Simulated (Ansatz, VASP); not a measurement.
# In in VASP and in Ansatz

```
In
1.0
    -1.88253    1.88253    1.88253
     1.88253   -1.88253    1.88253
     1.88253    1.88253   -1.88253
In
1
Direct
  0.00000 0.00000 0.00000
```

Alike in both runs: functional HSE06; k mesh 6 × 6 × 6; occupations fermi-dirac, width 0.05 eV; no spin polarisation.

|  | VASP | Ansatz |
| --- | --- | --- |
| version | VASP 6.6.1 | Ansatz 0.2.0 |
| potentials or method | VASP PAW PBE potentials, release 64 (In_d) | Ansatz PAW |
| plane-wave cutoff (eV) | 520 | 420 |
| valence electrons in the cell | 13 | 13 |
| task | single point | projected density of states |

|  | VASP | Ansatz | Ansatz less VASP |
| --- | --- | --- | --- |
| gap on the k mesh at the Fermi level (eV) | none | none | - |
| pressure (GPa) | -0.5 | -0.4 | +0.05 |

A gap of «none» marks a metal or a gap that the smearing closes.

The k mesh is coarse, so the values compare programs but aren't converged.
